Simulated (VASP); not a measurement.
Write the native input for VASP 6.6.1 that does the following.

```
Task                   : single point
Functional             : PBEsol
Potentials or basis    : VASP PAW PBE potentials, release 64 (B)
Cutoff                 : 520 eV
k mesh                 : 26 × 26 × 26
Occupations            : fermi-dirac, width 0.1 eV
Spin                   : no spin polarisation
Dipole correction      : no
Further INCAR settings : ALGO = Normal; EDIFF = 1e-06; NBANDS = 8
```

The structure of B lies in POSCAR:

```
B
1.0
   -1.0104437870      1.0104437870      1.0104437870
    1.0104437870     -1.0104437870      1.0104437870
    1.0104437870      1.0104437870     -1.0104437870
B
1
Direct
    0.0000000000      0.0000000000      0.0000000000
```

These files were run (other wordings do the same):

INCAR

```
SYSTEM = B
PREC = Accurate
ENCUT = 520
EDIFF = 1E-6
ISMEAR = -1
SIGMA = 0.1
LREAL = .FALSE.
LASPH = .TRUE.
NELM = 60
ALGO = Normal
ISIF = 2
LWAVE = .FALSE.
LCHARG = .TRUE.
GGA = PS
LELF = .TRUE.
LVHAR = .TRUE.
NBANDS = 8
```

KPOINTS

```
Automatic mesh
0
G
  26 26 26
  0 0 0
```

Potentials or basis: VASP PAW PBE potentials, release 64 (B).

Command:

```console
$ cat potpaw_PBE.64/B/POTCAR > POTCAR
$ mpirun -np 1 vasp_std > vasp.out
```

It gave:

```
Pressure : 191.1 GPa
```

Caveat: the PAW data sets were made with another functional, which shifts forces and pressure a little.

It took 7.9 s on 1 thread of Intel Xeon 6975P-C, with other jobs on the host, peak memory 0.12 GiB.
